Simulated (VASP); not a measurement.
# K3Ge (Fm-3m) in VASP: further runs

The runs below take K3Ge through single point, with PBEsol+D3(BJ), PBEsol+D4, PBEsol.

Everything below comes from runs of VASP 6.6.1. Logs are shortened: lines on timing, memory, paths and dates and some standing lists are left out, and cuts for length are marked.

## 1. The cell of the first run

It takes space group Fm-3m (No. 225, cubic). Conventional cell: a = 8.159 Å, b = 8.159 Å, c = 8.159 Å, α = 90.00°, β = 90.00°, γ = 90.00°. Ge (site symmetry m-3m) has 14 K at 3.53 to 4.08 Å within 4.6 Å. Within 4.6 Å of K (site symmetry m-3m) lie 8 K at 3.53 Å and 6 Ge at 4.08 Å. K (site symmetry -43m) has 4 Ge at 3.53 Å and 10 K at 3.53 to 4.08 Å within 4.6 Å.

## 2. Single point, PBEsol+D3(BJ)

Input file INCAR:

```
SYSTEM = K3Ge
ALGO = Normal
EDIFF = 1E-6
ENCUT = 520
GGA = PS
ISIF = 2
ISMEAR = -1
IVDW = 12
LASPH = .True.
LCHARG = .False.
LREAL = .False.
LWAVE = .False.
NBANDS = 28
NELM = 100
PREC = Accurate
SIGMA = 0.05
```

Input file KPOINTS:

```
k-points
0
Gamma
  6 6 6
  0 0 0
```

Input file POSCAR:

```
K3Ge
1.0
    0.0000000000      4.0793347959      4.0793347959
    4.0793347959      0.0000000000      4.0793347959
    4.0793347959      4.0793347959      0.0000000000
Ge K
1 3
Direct
    0.0000000000      0.0000000000      0.0000000000
    0.5000000000      0.5000000000      0.5000000000
    0.7500000000      0.7500000000      0.7500000000
    0.2500000000      0.2500000000      0.2500000000
```

Potentials or basis: VASP PAW PBE potentials, release 64 (Ge_d, K_sv).

Run with:

```bash
> cat potpaw_PBE.64/Ge_d/POTCAR potpaw_PBE.64/K_sv/POTCAR > POTCAR
> mpirun -np 1 vasp_std > vasp.out
```

OUTCAR:

```text
SYSTEM = K3Ge
   EDIFF = 1E-6
   ENCUT = 520
   GGA = PS
   ISIF = 2
   ISMEAR = -1
   IVDW = 12
   LASPH = .True.
   LREAL = .False.
   NELM = 100
   PREC = Accurate
 IVDW          = 12

 ion  position               nearest neighbor table
   1  0.000  0.000  0.000-
   2  0.500  0.500  0.500-   3 3.53   4 3.53   4 3.53   4 3.53   4 3.53   3 3.53   3 3.53   3 3.53

   3  0.750  0.750  0.750-   2 3.53   2 3.53   2 3.53   2 3.53
   4  0.250  0.250  0.250-   2 3.53   2 3.53   2 3.53   2 3.53

  LATTYP: Found a face centered cubic cell.
 ALAT       =     8.1586695918

  Lattice vectors:

 A1 = (   0.0000000000,   4.0793347959,   4.0793347959)
 A2 = (   4.0793347959,   0.0000000000,   4.0793347959)
 A3 = (   4.0793347959,   4.0793347959,   0.0000000000)

Analysis of symmetry for initial positions (statically):
=====================================================================
 Subroutine PRICEL returns:
 Original cell was already a primitive cell.

 Routine SETGRP: Setting up the symmetry group for a
 face centered cubic supercell.

 Subroutine GETGRP returns: Found 48 space group operations
 (whereof 48 operations were pure point group operations)
 out of a pool of 48 trial point group operations.

The static configuration has the point symmetry O_h .

Analysis of symmetry for dynamics (positions and initial velocities):
=====================================================================
 Subroutine PRICEL returns:
 Original cell was already a primitive cell.

 Routine SETGRP: Setting up the symmetry group for a
 face centered cubic supercell.

 Subroutine GETGRP returns: Found 48 space group operations
 (whereof 48 operations were pure point group operations)
 out of a pool of 48 trial point group operations.

The dynamic configuration has the point symmetry O_h .

 Subroutine INISYM returns: Found 48 space group operations
 (whereof 48 operations are pure point group operations),
 and found     1 'primitive' translations

----------------------------------------------------------------------------------------

                                     Primitive cell

  volume of cell :     135.7682

  direct lattice vectors                    reciprocal lattice vectors
     0.000000000  4.079334796  4.079334796    -0.122569003  0.122569003  0.122569003
     4.079334796  0.000000000  4.079334796     0.122569003 -0.122569003  0.122569003
[... 78 lines left out ...]
   ENCUT  =  520.0 eV  38.22 Ry    6.18 a.u.  10.73 10.73 10.73*2*pi/ulx,y,z
   NELM   =    100;   NELMIN=  2; NELMDL= -5     # of ELM steps
   EDIFF  = 0.1E-05   stopping-criterion for ELM
   LREAL  =      F    real-space projection
   EDIFFG = 0.1E-04   stopping-criterion for IOM
   NSW    =      0    number of steps for IOM
   IBRION =     -1    ionic relax: 0-MD 1-quasi-New 2-CG
   NFREE  =      0    steps in history (QN), initial steepest desc. (CG)
   ISIF   =      2    stress and relaxation
   ISYM   =      2    0-nonsym 1-usesym 2-fastsym
   POTIM  = 0.5000    time-step for ionic-motion
   TEBEG  =    0.0;   TEEND  =   0.0 temperature during run
   PSTRESS=    0.0 pullay stress
   NELECT =      41.0000    total number of electrons
   NUPDOWN=      -1.0000    fix difference up-down
   EMIN   =  10.00;   EMAX   =-10.00  energy-range for DOS
   EFERMI =   0.00;   METHOD = LEGACY
   ISMEAR =    -1;   SIGMA  =   0.05  broadening in eV -4-tet -1-fermi 0-gaus
   EFERMI_NEDOS =   21; number of points for ismear=-14 and -15
   IALGO  =     38    algorithm
   IMIX   =      4    mixing-type and parameters
     AMIX     =   0.40;   BMIX     =  1.00
     AMIX_MAG =   1.60;   BMIX_MAG =  1.00
  volume/ion in A,a.u.               =      33.94       229.05
  Fermi-wavevector in a.u.,A,eV,Ry     =   1.098340  2.075561 16.413396  1.206351
  Thomas-Fermi vector in A             =   2.234716
   LORBIT       =      0    0 simple, 1 ext, 2 COOP (PROOUT), +10 PAW based schemes
   GGA     = PS    functional components
   LHFCALC =     F    Hartree Fock is set to
   AEXX    =    0.0000 exact exchange contribution
   IVDW    =    12    specifies the selected vdW correction
   LEPSILON=     F    determine dielectric tensor
   LRPA    =     F    only Hartree local field effects (RPA)
 non-spin polarized calculation
  energy-cutoff  :      520.00
  volume of cell :      135.77
 maximum number of plane-waves:      3695
 NGX is ok and might be reduce to    48
   NGX = 21   NGY = 21   NGZ = 21

 number of electron      41.0000010 magnetization

 Free energy of the ion-electron system (eV)
  ---------------------------------------------------
  ext. energy  EPLUGINS =         0.00000000
  ---------------------------------------------------
  free energy    TOTEN  =        -7.70134042 eV

  energy without entropy =       -7.62901689  energy(sigma->0) =       -7.66517865

 E-fermi :   1.3588     XC(G=0):  -8.1130

 val. band max:        1.3326072399   @ k =  -0.3333   0.3333   0.0000
 cond. band min:       1.3765415951   @ k =   0.1667   0.0000   0.0000
 fundamental gap:      0.0439343552
 Fermi energy:         1.3587949094

 k-point     1 :       0.0000    0.0000    0.0000
  band No.  band energies     occupation
      1     -30.2919      2.00000
      2     -29.4096      2.00000
      3     -29.3863      2.00000
      4     -21.9733      2.00000
      5     -21.9733      2.00000
      6     -21.9733      2.00000
[... 485 lines left out ...]
     27       5.8323      0.00000
     28       5.9749      0.00000

------------------------ aborting loop because EDIFF is reached ----------------------------------------

 Edisp (eV)   -0.97775

 E8    (eV) :    -0.7162

  FORCE on cell =-STRESS in cart. coord.  units (eV):
  Direction    XX          YY          ZZ          XY          YZ          ZX
  --------------------------------------------------------------------------------------
  -------------------------------------------------------------------------------------
  Total      -0.00534    -0.00534    -0.00534     0.00000     0.00000    -0.00000
  in kB      -0.06296    -0.06296    -0.06296     0.00000     0.00000    -0.00000
  external pressure =       -0.06 kB  Pullay stress =        0.00 kB

 VOLUME and BASIS-vectors are now :
 -----------------------------------------------------------------------------
  energy-cutoff  :      520.00
  volume of cell :      135.77
      direct lattice vectors                 reciprocal lattice vectors
     0.000000000  4.079334796  4.079334796    -0.122569003  0.122569003  0.122569003
     4.079334796  0.000000000  4.079334796     0.122569003 -0.122569003  0.122569003
     4.079334796  4.079334796  0.000000000     0.122569003  0.122569003 -0.122569003

 POSITION                                       TOTAL-FORCE (eV/Angst)
 -----------------------------------------------------------------------------------
      0.00000      0.00000      0.00000         0.000000     -0.000000      0.000000
      4.07933      4.07933      4.07933         0.000000     -0.000000      0.000000
      6.11900      6.11900      6.11900         0.000000      0.000000      0.000000
      2.03967      2.03967      2.03967        -0.000000      0.000000     -0.000000
 -----------------------------------------------------------------------------------
    total drift:                               -0.000000     -0.000000     -0.000000

  FREE ENERGIE OF THE ION-ELECTRON SYSTEM (eV)
  ---------------------------------------------------
  free  energy   TOTEN  =        -8.6790884597 eV

  energy  without entropy=       -8.6067649284  energy(sigma->0) =       -8.64292669
```

stdout:

```text
POSCAR found type information on POSCAR GeK
 POSCAR found :  2 types and       4 ions
 scaLAPACK will be used
 -----------------------------------------------------------------------------
|                                                                             |
|                                                                             |
|     You enforced a specific xc type in the INCAR file but a different       |
|     I HOPE YOU KNOW WHAT YOU ARE DOING!                                     |
|                                                                             |
 -----------------------------------------------------------------------------

 LDA part: xc-table for (Slater+PW92), standard interpolation
 POSCAR, INCAR and KPOINTS ok, starting setup
 FFT: planning ... GRIDC
 FFT: planning ... GRID_SOFT
 FFT: planning ... GRID
 WAVECAR not read
 entering main loop
```

Run time: 56 s. Hardware: 1 thread of Intel Xeon Platinum 8488C (Sapphire Rapids), shared host; peak memory 0.33 GiB.

Results:

```
Free energy                : -8.6791 eV
Pressure                   : 0.0 GPa
Dispersion energy per atom : -0.244 eV
```

Caveat: the PAW data sets were made with another functional, which shifts forces and pressure a little; pairwise dispersion overbinds metals, which lowers pressure and volume.

## 3. Single point, PBEsol+D3(BJ)

This run uses another cell than the first one, of 34.19 Å³/atom, 1.007 times its volume.

Input file INCAR:

```
PREC     = Accurate       # precision mode
ENCUT    = 520            # plane-wave cutoff, eV
EDIFF    = 1E-6           # SCF threshold, eV
ISMEAR   = -1             # smearing method
SIGMA    = 0.05           # smearing width, eV
LREAL    = False          # projectors in reciprocal space
LASPH    = True           # aspherical terms in the spheres
NELM     = 80             # most SCF steps
ALGO     = Normal         # electronic algorithm
ISIF     = 2              # what is computed and relaxed
LWAVE    = False          # write WAVECAR
LCHARG   = True           # write CHGCAR
GGA      = PS             # functional
IVDW     = 12             # dispersion correction
LELF     = True           # ELF
LVHAR    = True         
NBANDS   = 28             # bands
```

Input file KPOINTS:

```
Automatic mesh
0
Gamma
  6 6 6
```

Input file POSCAR:

```
K3Ge
1.0
    0.0000000000      4.0892359478      4.0892359478
    4.0892359478      0.0000000000      4.0892359478
    4.0892359478      4.0892359478      0.0000000000
Ge K
1 3
Direct
    0.0000000000      0.0000000000      0.0000000000
    0.5000000000      0.5000000000      0.5000000000
    0.7500000000      0.7500000000      0.7500000000
    0.2500000000      0.2500000000      0.2500000000
```

Potentials or basis: VASP PAW PBE potentials, release 64 (Ge_d, K_sv).

Run with:

```bash
> cat potpaw_PBE.64/Ge_d/POTCAR potpaw_PBE.64/K_sv/POTCAR > POTCAR
> mpirun -np 1 vasp_std > vasp.out
```

Run time: 56 s. Hardware: 1 thread of Intel Xeon Platinum 8488C (Sapphire Rapids), shared host; peak memory 0.34 GiB.

The run converged. Its results:

| Quantity | Value |
| --- | --- |
| Free energy | -8.6790 eV |
| Pressure | -0.1 GPa |
| Dispersion energy per atom | -0.243 eV |

Levels at points of the mesh, in eV from the Fermi level:
```csv
k point,band 17,band 18,band 19,band 20,band 21,band 22,band 23,band 24,band 25,band 26
"(0.00, 0.00, 0.00)",-14.28,-6.98,0.06,0.06,0.06,0.45,2.38,2.38,3.46,3.46
"(0.50, 0.00, 0.00)",-14.32,-6.73,-1.38,-0.07,-0.07,2.28,3.23,3.23,3.30,3.79
"(0.50, 0.50, 0.00)",-14.28,-6.69,-1.18,0.06,0.06,1.23,1.73,4.09,4.09,4.35
```

Caveat: three body term missing; the PAW data sets were made with another functional, which shifts forces and pressure a little; pairwise dispersion overbinds metals, which lowers pressure and volume.

## 4. Single point, PBEsol+D4

This run uses another cell than the first one, of 36.75 Å³/atom, 1.083 times its volume.

Input file INCAR:

```
PREC = Accurate
ENCUT = 520
EDIFF = 1E-7
ISMEAR = -1
SIGMA = 0.05
LREAL = F
LASPH = T
NELM = 80
ALGO = Normal
ISIF = 2
LWAVE = F
LCHARG = F
GGA = PS
IVDW = 13
NBANDS = 28
```

Input file KPOINTS:

```
regular mesh
0
Gamma
  6 6 6
```

Input file POSCAR:

```
K3Ge
1.0
    0.0000000000      4.1886919248      4.1886919248
    4.1886919248      0.0000000000      4.1886919248
    4.1886919248      4.1886919248      0.0000000000
Ge K
1 3
Direct
    0.0000000000      0.0000000000      0.0000000000
    0.5000000000      0.5000000000      0.5000000000
    0.7500000000      0.7500000000      0.7500000000
    0.2500000000      0.2500000000      0.2500000000
```

Run with:

```bash
> cat potpaw_PBE.64/Ge_d/POTCAR potpaw_PBE.64/K_sv/POTCAR > POTCAR
> mpirun -np 1 vasp_std > vasp.out
```

It took 65 s on 1 thread of Intel Xeon Platinum 8488C (Sapphire Rapids), shared host; peak memory 0.33 GiB.

It converged, with:

| Item | Value |
| --- | --- |
| Free energy | -7.9387 eV |
| Pressure | 0.0 GPa |
| Dispersion energy per atom | -0.047 eV |

Levels at points of the mesh, in eV from the Fermi level:
```tsv
k point	band 17	band 18	band 19	band 20	band 21	band 22	band 23	band 24	band 25	band 26
(0.00, 0.00, 0.00)	-14.36	-6.95	0.07	0.07	0.07	0.20	2.43	2.43	3.32	3.32
(0.50, 0.00, 0.00)	-14.39	-6.73	-1.36	-0.05	-0.05	2.01	3.09	3.09	3.16	3.72
(0.50, 0.50, 0.00)	-14.36	-6.70	-1.15	0.02	0.02	1.11	1.69	3.89	4.06	4.31
```

Caveat: the PAW data sets were made with another functional, which shifts forces and pressure a little; pairwise dispersion overbinds metals, which lowers pressure and volume.

## 5. Single point, PBEsol

This run uses another cell than the first one, of 37.52 Å³/atom, 1.105 times its volume.

Input file INCAR:

```
  ALGO = Normal
  EDIFF = 1E-6
  ENCUT = 520
  GGA = PS
  ISIF = 2
  ISMEAR = -1
  LASPH = T
  LCHARG = F
  LREAL = F
  LWAVE = F
  NBANDS = 28
  NELM = 80
  PREC = Accurate
  SIGMA = 0.05
```

Input file KPOINTS:

```
k-points
0
Gamma
  6 6 6
```

Input file POSCAR:

```
K3Ge
1.0
    0.0000000000      4.2177292234      4.2177292234
    4.2177292234      0.0000000000      4.2177292234
    4.2177292234      4.2177292234      0.0000000000
Ge K
1 3
Direct
    0.0000000000      0.0000000000      0.0000000000
    0.5000000000      0.5000000000      0.5000000000
    0.7500000000      0.7500000000      0.7500000000
    0.2500000000      0.2500000000      0.2500000000
```

Run with:

```bash
> cat potpaw_PBE.64/Ge_d/POTCAR potpaw_PBE.64/K_sv/POTCAR > POTCAR
> mpirun -np 1 vasp_std > vasp.out
```

Run time: 58 s. Hardware: 1 thread of Intel Xeon Platinum 8488C (Sapphire Rapids), shared host; peak memory 0.33 GiB.

Results (log left out):

- Free energy: -7.7532 eV
- Pressure: 0.0 GPa

Levels at points of the mesh, in eV from the Fermi level:
| k point | band 17 | band 18 | band 19 | band 20 | band 21 | band 22 | band 23 | band 24 | band 25 | band 26 |
| --- | --- | --- | --- | --- | --- | --- | --- | --- | --- | --- |
| (0.00, 0.00, 0.00) | -14.38 | -6.94 | 0.08 | 0.08 | 0.08 | 0.14 | 2.44 | 2.44 | 3.28 | 3.28 |
| (0.50, 0.00, 0.00) | -14.42 | -6.74 | -1.35 | -0.04 | -0.04 | 1.93 | 3.05 | 3.05 | 3.12 | 3.70 |
| (0.50, 0.50, 0.00) | -14.38 | -6.70 | -1.14 | 0.01 | 0.01 | 1.07 | 1.68 | 3.83 | 4.06 | 4.29 |

Caveat: the PAW data sets were made with another functional, which shifts forces and pressure a little.

## 6. Single point, PBEsol+D3(BJ)

This run uses another cell than the first one, of 40.06 Å³/atom, 1.180 times its volume.

Input file INCAR:

```
ALGO = Normal
EDIFF = 1E-7
ENCUT = 520
GGA = PS
ISIF = 2
ISMEAR = -1
IVDW = 12
LASPH = True
LCHARG = False
LREAL = False
LWAVE = False
NBANDS = 28
NELM = 80
PREC = Accurate
SIGMA = 0.05
```

KPOINTS is that of step 5.

Input file POSCAR:

```
K3Ge
1.0
    0.0000000000      4.3110110000      4.3110110000
    4.3110110000      0.0000000000      4.3110110000
    4.3110110000      4.3110110000      0.0000000000
Ge K
1 3
Direct
    0.0000000000      0.0000000000      0.0000000000
    0.5000000000      0.5000000000      0.5000000000
    0.7500000000      0.7500000000      0.7500000000
    0.2500000000      0.2500000000      0.2500000000
```

Potentials or basis: VASP PAW PBE potentials, release 64 (Ge_d, K_sv).

Run with:

```bash
> cat potpaw_PBE.64/Ge_d/POTCAR potpaw_PBE.64/K_sv/POTCAR > POTCAR
> mpirun -np 1 vasp_std > vasp.out
```

Run time: 58 s. Hardware: 1 thread of Intel Xeon Platinum 8488C (Sapphire Rapids), shared host; peak memory 0.35 GiB.

It converged, with:

```yaml
Free_energy: -8.5579 eV
Pressure: -1.4 GPa
Dispersion_energy_per_atom: -0.206 eV
```

Levels at points of the mesh, in eV from the Fermi level:
| k point | band 18 | band 19 | band 20 | band 21 | band 22 | band 23 | band 24 | band 25 |
| --- | --- | --- | --- | --- | --- | --- | --- | --- |
| (0.00, 0.00, 0.00) | -6.91 | -0.05 | 0.09 | 0.09 | 0.09 | 2.47 | 2.47 | 3.16 |
| (0.50, 0.00, 0.00) | -6.75 | -1.33 | -0.02 | -0.02 | 1.71 | 2.93 | 2.93 | 2.98 |
| (0.50, 0.50, 0.00) | -6.72 | -1.11 | -0.02 | -0.02 | 0.97 | 1.64 | 3.66 | 4.03 |

Caveat: three body term missing; the PAW data sets were made with another functional, which shifts forces and pressure a little; pairwise dispersion overbinds metals, which lowers pressure and volume.

## 7. Summary

| level | cell | gap on the mesh (eV) | pressure (GPa) |
| --- | --- | --- | --- |
| PBEsol+D3(BJ) | a = 5.769 Å, angles 60.0°, 4 atoms | none | 0.0 |
| PBEsol+D3(BJ) | a = 5.783 Å, angles 60.0°, 4 atoms | none | -0.1 |
| PBEsol+D4 | a = 5.924 Å, angles 60.0°, 4 atoms | none | 0.0 |
| PBEsol | a = 5.965 Å, angles 60.0°, 4 atoms | none | 0.0 |
| PBEsol+D3(BJ) | a = 6.097 Å, angles 60.0°, 4 atoms | none | -1.4 |

Alike in all rows: task single point; potentials or basis VASP PAW PBE potentials, release 64 (Ge_d, K_sv); no spin polarisation; k mesh 6 × 6 × 6; cutoff (eV) 520; smearing fermi-dirac 0.05 eV.

Caveats: the PAW data sets were made with another functional, which shifts forces and pressure a little; pairwise dispersion overbinds metals, which lowers pressure and volume (some runs); three body term missing (some runs).

Absolute energies hang on the potentials; compare differences alone.
